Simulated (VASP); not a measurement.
# BAs: single point with PBE

Crystal: BAs.

```
CELL_PARAMETERS angstrom
0.00000 2.38850 2.38850
2.36462 0.00000 2.38850
2.36462 2.38850 0.00000
ATOMIC_POSITIONS crystal
B 0.00000 0.00000 0.00000
As 0.75000 0.75000 0.75000
```

This cell differs from its parent crystal: strain -0.0100 x Voigt [1, 0, 0, 0, 0, 0].

```yaml
Program: VASP 6.6.1
Task: single point
Functional: PBE
Potentials_or_basis: VASP PAW PBE potentials, release 64 (B, As)
Cutoff: 520 eV
k_mesh: 10 × 10 × 10
Occupations: gaussian, width 0.05 eV
Spin: no spin polarisation
```

- Pressure: 4.9 GPa
- Band gap on the k mesh: 1.01 eV, indirect (least direct gap 3.18 eV)

Stress tensor (GPa, compression positive):
```
6.29 0.00 0.00
0.00 4.23 0.00
0.00 0.00 4.23
```

Levels at points of the mesh, in eV from the valence-band top:
```tsv
k point	band 1	band 2	band 3	band 4	band 5	band 6	band 7	band 8
(0.00, 0.00, 0.00)	-15.56	-0.10	-0.10	0.00	3.18	3.25	3.25	4.75
(0.50, 0.00, 0.00)	-12.65	-8.93	-1.96	-1.84	2.68	4.68	4.78	8.82
(0.50, 0.50, 0.00)	-11.34	-8.68	-4.16	-4.15	1.39	1.41	11.32	11.47
(0.00, 0.50, 0.50)	-11.26	-8.60	-4.25	-4.25	1.27	1.28	11.40	11.40
```

Run time: 13 s on 1 thread of Intel(R) Xeon(R) 6975P-C (Granite Rapids), on a shared host, peak memory 0.17 GiB.

Caveat: the cell differs from its parent crystal (strain -0.0100 x Voigt [1, 0, 0, 0, 0, 0]). A k mesh can miss the band edges.
